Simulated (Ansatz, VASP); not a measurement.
**Two plane-wave programs on BN**

```
B N
1.0
     0.03492    1.78074    1.78074
     1.78074    0.03492    1.78074
     1.78074    1.78074    0.03492
B N
1 1
Direct
  0.00000 0.00000 0.00000
  0.50000 0.50000 0.50000
```

Change from the starting cell: shear_111 strain +3.0%.

Alike in both runs: task single point; functional HSE06; k mesh 8 × 8 × 8; no spin polarisation.

|  | VASP | Ansatz |
| --- | --- | --- |
| version | VASP 6.6.1 | Ansatz 0.2.0 |
| potentials or method | VASP PAW PBE potentials, release 64 (B, N) | plane waves, PAW |
| plane-wave cutoff (eV) | 520 | 420 |
| occupations | gaussian, width 0.01 eV | fixed |
| valence electrons in the cell | 8 | 8 |

VASP gave:

| Property | Result |
| --- | --- |
| gap on the k mesh at the Fermi level (eV) | 1.85 |
| pressure (GPa) | -19.0 |
| traceless stress, the component that is largest in VASP (GPa) | -12.52 |

Task: Estimate Ansatz's values.

Result: gap on the k mesh at the Fermi level (eV): 1.86; pressure (GPa): -19.2; traceless stress, the component that is largest in VASP (GPa): -12.51.

Ansatz's warnings: stress exchange threshold loose, stress scf threshold loose.
